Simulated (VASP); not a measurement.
# Ag4F in VASP: relaxation of the atoms with PBEsol

Aim: the relaxation of the atoms of Ag4F with PBEsol.

Program: VASP 6.6.1. These are calculated values, not measurements. Logs are shortened: lines on timing, memory, paths and dates and some standing lists are left out, and cuts for length are marked.

## 1. The cell of the first run

The cell holds a slab with vacuum, 5 atoms: a = 2.867 Å, b = 2.867 Å, c = 26.022 Å, α = 90.00°, β = 90.00°, γ = 120.00°.

## 2. Relaxation of the atoms, PBEsol

The input, INCAR:

```
SYSTEM = Ag4F
PREC = Accurate
ENCUT = 520
EDIFF = 1E-6
ISMEAR = 0
SIGMA = 0.1
LREAL = .FALSE.
LASPH = .TRUE.
NELM = 100
ALGO = Normal
ISIF = 2
LWAVE = .FALSE.
LCHARG = .FALSE.
LDIPOL = .TRUE.
IDIPOL = 3
DIPOL = 0.5 0.5 0.503
GGA = PS
IBRION = 2
NSW = 90
EDIFFG = -0.03
```

The input, KPOINTS:

```
regular mesh
0
G
  12 12 1
  0 0 0
```

The input, POSCAR:

```
Ag4F
1.0
    2.8669036820      0.0000000000      0.0000000000
   -1.4334518410      2.4828114189      0.0000000000
    0.0000000000      0.0000000000     26.0224511627
Ag F
4 1
Selective dynamics
Direct
    0.6666666667      0.3333333333      0.3266410203  F F F
    0.3333333333      0.6666666667      0.4165947699  F F F
    0.0000000000      0.0000000000      0.5051670358  T T T
    0.6666666667      0.3333333333      0.5942154382  T T T
    0.6666666667      0.3333333333      0.6718407160  T T T
```

Potentials or basis: VASP PAW PBE potentials, release 64 (Ag, F).

On the command line:

```bash
$ cat potpaw_PBE.64/Ag/POTCAR potpaw_PBE.64/F/POTCAR > POTCAR
$ mpirun -np 1 vasp_std > vasp.out
```

OUTCAR:

```text
SYSTEM = Ag4F
   PREC = Accurate
   ENCUT = 520
   EDIFF = 1E-6
   ISMEAR = 0
   LREAL = .FALSE.
   LASPH = .TRUE.
   NELM = 100
   ISIF = 2
   GGA = PS
   IBRION = 2
   NSW = 90
   EDIFFG = -0.03

 ion  position               nearest neighbor table
   1  0.667  0.333  0.327-   2 2.87   2 2.87   2 2.87
   2  0.333  0.667  0.417-   3 2.84   3 2.84   3 2.84   1 2.87   1 2.87   1 2.87
   3  0.000  0.000  0.505-   2 2.84   2 2.84   2 2.84   4 2.85   4 2.85   4 2.85
   4  0.667  0.333  0.594-   5 2.02   3 2.85   3 2.85   3 2.85
   5  0.667  0.333  0.672-   4 2.02

  LATTYP: Found a hexagonal cell.
 ALAT       =     2.8669036820
 C/A-ratio  =     9.0768487711

  Lattice vectors:

 A1 = (   2.8669036820,   0.0000000000,   0.0000000000)
 A2 = (  -1.4334518410,   2.4828114189,   0.0000000000)
 A3 = (   0.0000000000,   0.0000000000,  26.0224511627)

Analysis of symmetry for initial positions (statically):
=====================================================================
 Subroutine PRICEL returns:
 Original cell was already a primitive cell.

 Routine SETGRP: Setting up the symmetry group for a
 hexagonal supercell.

 Subroutine GETGRP returns: Found  6 space group operations
 (whereof  6 operations were pure point group operations)
 out of a pool of 24 trial point group operations.

The static configuration has the point symmetry C_3v.

Analysis of symmetry for dynamics (positions and initial velocities):
=====================================================================
 Subroutine PRICEL returns:
 Original cell was already a primitive cell.

 Routine SETGRP: Setting up the symmetry group for a
 hexagonal supercell.

 Subroutine GETGRP returns: Found  6 space group operations
 (whereof  6 operations were pure point group operations)
 out of a pool of 24 trial point group operations.

The dynamic configuration has the point symmetry C_3v.

Analysis of constrained symmetry for selective dynamics:
=====================================================================
 Subroutine PRICEL returns:
 Original cell was already a primitive cell.

 Routine SETGRP: Setting up the symmetry group for a
 hexagonal supercell.

 Subroutine GETGRP returns: Found  6 space group operations
 (whereof  6 operations were pure point group operations)
 out of a pool of 24 trial point group operations.

The constrained configuration has the point symmetry C_3v.

 Subroutine INISYM returns: Found  6 space group operations
 (whereof  6 operations are pure point group operations),
 and found     1 'primitive' translations

----------------------------------------------------------------------------------------

                                     Primitive cell

  volume of cell :     185.2273

  direct lattice vectors                    reciprocal lattice vectors
     2.866903682  0.000000000  0.000000000     0.348808370  0.201384606  0.000000000
    -1.433451841  2.482811419  0.000000000     0.000000000  0.402769213  0.000000000
     0.000000000  0.000000000 26.022451163     0.000000000  0.000000000  0.038428355

  length of vectors
     2.866903682  2.866903682 26.022451163     0.402769213  0.402769213  0.038428355

  position of ions in fractional coordinates (direct lattice)
     0.666666667  0.333333333  0.326641020
     0.333333333  0.666666667  0.416594770
     0.000000000  0.000000000  0.505167036
     0.666666667  0.333333333  0.594215438
     0.666666667  0.333333333  0.671840716

  ion indices of the primitive-cell ions
   primitive index   ion index
                 1           1
                 2           2
                 3           3
                 4           4
                 5           5

----------------------------------------------------------------------------------------

 KPOINTS: regular mesh

Automatic generation of k-mesh.
 Grid dimensions read from file:
 generate k-points for:   12   12    1

 Generating k-lattice:

  Cartesian coordinates                     Fractional coordinates (reciprocal lattice)
     0.029067364  0.016782051  0.000000000     0.083333333  0.000000000  0.000000000
     0.000000000  0.033564101  0.000000000     0.000000000  0.083333333  0.000000000
     0.000000000  0.000000000  0.038428355     0.000000000  0.000000000  1.000000000

  Length of vectors
     0.033564101  0.033564101  0.038428355

  Shift w.r.t. Gamma in fractional coordinates (k-lattice)
     0.000000000  0.000000000  0.000000000

 Subroutine IBZKPT returns following result:
 ===========================================

 Found     19 irreducible k-points:

 Following reciprocal coordinates:
            Coordinates               Weight
  0.000000  0.000000  0.000000      1.000000
  0.083333  0.000000  0.000000      6.000000
  0.166667  0.000000  0.000000      6.000000
  0.250000  0.000000  0.000000      6.000000
  0.333333 -0.000000  0.000000      6.000000
  0.416667  0.000000  0.000000      6.000000
[... 11 lines left out ...]
  0.333333  0.250000  0.000000     12.000000
  0.333333  0.333333  0.000000      2.000000
   k-points           NKPTS =     19   k-points in BZ     NKDIM =     19   number of bands    NBANDS=     30
   number of dos      NEDOS =    301   number of ions     NIONS =      5
   total plane-waves  NPLWV = 112896
   dimension x,y,z NGX =    24 NGY =   24 NGZ =  196
   dimension x,y,z NGXF=    48 NGYF=   48 NGZF=  392
   ions per type =               4   1
   NGX,Y,Z   is equivalent  to a cutoff of  13.92, 13.92, 12.52 a.u.
   NGXF,Y,Z  is equivalent  to a cutoff of  27.83, 27.83, 25.04 a.u.
 SYSTEM =  Ag4F
   PREC   = accura    normal or accurate (medium, high low for compatibility)
   ISTART =      0    job   : 0-new  1-cont  2-samecut
   ICHARG =      2    charge: 1-file 2-atom 10-const
   ISPIN  =      1    spin polarized calculation?
   LNONCOLLINEAR =      F non collinear calculations
   LSORBIT =      F    spin-orbit coupling
   LASPH  =      T    aspherical Exc in radial PAW
   ENCUT  =  520.0 eV  38.22 Ry    6.18 a.u.   5.33  5.33 48.38*2*pi/ulx,y,z
   NELM   =    100;   NELMIN=  2; NELMDL= -5     # of ELM steps
   EDIFF  = 0.1E-05   stopping-criterion for ELM
   LREAL  =      F    real-space projection
   EDIFFG = -.3E-01   stopping-criterion for IOM
   NSW    =     90    number of steps for IOM
   IBRION =      2    ionic relax: 0-MD 1-quasi-New 2-CG
   NFREE  =      1    steps in history (QN), initial steepest desc. (CG)
   ISIF   =      2    stress and relaxation
   ISYM   =      2    0-nonsym 1-usesym 2-fastsym
   POTIM  = 0.5000    time-step for ionic-motion
   TEBEG  =    0.0;   TEEND  =   0.0 temperature during run
   PSTRESS=    0.0 pullay stress
   NELECT =      51.0000    total number of electrons
   NUPDOWN=      -1.0000    fix difference up-down
   EMIN   =  10.00;   EMAX   =-10.00  energy-range for DOS
   EFERMI =   0.00;   METHOD = LEGACY
   ISMEAR =     0;   SIGMA  =   0.10  broadening in eV -4-tet -1-fermi 0-gaus
   EFERMI_NEDOS =   21; number of points for ismear=-14 and -15
   IALGO  =     38    algorithm
   IMIX   =      4    mixing-type and parameters
     AMIX     =   0.40;   BMIX     =  1.00
     AMIX_MAG =   1.60;   BMIX_MAG =  1.00
  volume/ion in A,a.u.               =      37.05       250.00
  Fermi-wavevector in a.u.,A,eV,Ry     =   1.065033  2.012621 15.433035  1.134296
  Thomas-Fermi vector in A             =   2.200572
   LORBIT       =      0    0 simple, 1 ext, 2 COOP (PROOUT), +10 PAW based schemes
   GGA     = PS    functional components
   LHFCALC =     F    Hartree Fock is set to
   AEXX    =    0.0000 exact exchange contribution
   IVDW    =     0    specifies the selected vdW correction
   LEPSILON=     F    determine dielectric tensor
   LRPA    =     F    only Hartree local field effects (RPA)
 conjugate gradient relaxation of ions
 non-spin polarized calculation
 Gauss-broadening in eV      SIGMA  =   0.10
  energy-cutoff  :      520.00
  volume of cell :      185.23
 maximum number of plane-waves:      5023
 NGX is ok and might be reduce to    24
   NGX = 11   NGY = 11   NGZ = 97

 dipolmoment           0.000000      0.000000     -0.074328 electrons x Angstroem

--------------------------------------- Ionic step        1  -------------------------------------------

 number of electron      50.9999986 magnetization

 Free energy of the ion-electron system (eV)
  ---------------------------------------------------
  ext. energy  EPLUGINS =         0.00000000
  ---------------------------------------------------
  free energy    TOTEN  =       -15.14953923 eV

  energy without entropy =      -15.12809056  energy(sigma->0) =      -15.13881489

------------------------ aborting loop because EDIFF is reached ----------------------------------------

  FORCE on cell =-STRESS in cart. coord.  units (eV):
  Direction    XX          YY          ZZ          XY          YZ          ZX
  --------------------------------------------------------------------------------------
  -------------------------------------------------------------------------------------
  Total       -0.2710572     -0.2710572     -1.5173326      0.0000000     -0.0000000      0.0000000
  in kB       -2.3445881     -2.3445881    -13.1246078      0.0000000     -0.0000000      0.0000000
  external PRESSURE =      -5.9379280 kB  Pullay stress =       0.0000000 kB
[... 141 lines left out ...]
  energy  without entropy=      -15.1433251040  energy(sigma->0) =      -15.15451493

--------------------------------------- Ionic step        5  -------------------------------------------

 number of electron      50.9999983 magnetization

 dipolmoment           0.000000      0.000000      0.238855 electrons x Angstroem

 Free energy of the ion-electron system (eV)
  ---------------------------------------------------
  ext. energy  EPLUGINS =         0.00000000
  ---------------------------------------------------
  free energy    TOTEN  =       -15.16688085 eV

  energy without entropy =      -15.14458220  energy(sigma->0) =      -15.15573152

 E-fermi :  -1.7596     XC(G=0):  -5.6064

 val. band max:       -1.7687308119   @ k =   0.1667   0.0000   0.0000
 cond. band min:      -1.7578011731   @ k =   0.0833   0.0833   0.0000
 fundamental gap:      0.0109296388
 Fermi energy:        -1.7595804085

 k-point     1 :       0.0000    0.0000    0.0000
  band No.  band energies     occupation
      1     -21.8995      2.00000
      2      -9.2428      2.00000
      3      -8.2728      2.00000
      4      -8.0133      2.00000
      5      -7.5284      2.00000
      6      -6.4967      2.00000
[... 616 lines left out ...]
     29       3.3376      0.00000
     30       3.3395      0.00000

------------------------ aborting loop because EDIFF is reached ----------------------------------------

 vacuum level on the upper side and lower side of the slab       (xc-potential included)         2.946        -3.001

  FORCE on cell =-STRESS in cart. coord.  units (eV):
  Direction    XX          YY          ZZ          XY          YZ          ZX
  --------------------------------------------------------------------------------------
  -------------------------------------------------------------------------------------
  Total       -0.2473269     -0.2473269     -0.4473201      0.0000000      0.0000000     -0.0000000
  in kB       -2.1393253     -2.1393253     -3.8692251      0.0000000      0.0000000     -0.0000000
  external PRESSURE =      -2.7159586 kB  Pullay stress =       0.0000000 kB

 VOLUME and BASIS-vectors are now :
 -----------------------------------------------------------------------------
  energy-cutoff  :      520.00
  volume of cell :      185.23
      direct lattice vectors                 reciprocal lattice vectors
     2.866903682  0.000000000  0.000000000     0.348808370  0.201384606  0.000000000
    -1.433451841  2.482811419  0.000000000     0.000000000  0.402769213  0.000000000
     0.000000000  0.000000000 26.022451163     0.000000000  0.000000000  0.038428355
[... 11 lines left out ...]
  FREE ENERGIE OF THE ION-ELECTRON SYSTEM (eV)
  ---------------------------------------------------
  free  energy   TOTEN  =       -15.1668808483 eV

  energy  without entropy=      -15.1445821987  energy(sigma->0) =      -15.15573152

 reached required accuracy - stopping structural energy minimisation

 vacuum level on the upper side and lower side of the slab         8.879         2.811
```

Wall time 15 min (1 thread of Intel Xeon 8259CL, shared host); peak memory 0.39 GiB.

What came out:

| Property | Result |
| --- | --- |
| Free energy | -15.1669 eV |
| Energy gained by relaxing | 3.5 meV/atom |
| Ionic steps | 5 |
| Band gap on the k mesh | zero (an odd number of electrons rules out a gap without spin polarisation) |

Step by step:
| step | energy change (eV) | largest force on free atoms (eV/Å) | pressure (GPa) |
| --- | --- | --- | --- |
| 1 | 0.0000 | 0.5721 | -0.59 |
| 2 | -0.0139 | 0.2001 | -0.33 |
| 3 | -0.0139 | 0.2001 | -0.33 |
| 4 | -0.0162 | 0.1127 | -0.31 |
| 5 | -0.0173 | 0.0193 | -0.27 |

Final structure:
```
Ag F
1.0
     2.86690    0.00000    0.00000
    -1.43345    2.48281    0.00000
     0.00000    0.00000   26.02245
Ag F
4 1
Direct
  0.66667 0.33333 0.32664
  0.33333 0.66667 0.41659
  0.00000 0.00000 0.50652
  0.66667 0.33333 0.59465
  0.66667 0.33333 0.67039
```

Caveat: the PAW data sets were made with another functional, which shifts forces and pressure a little; an odd number of electrons without spin polarisation forces a metal; a magnetic or distorted state may lie lower.
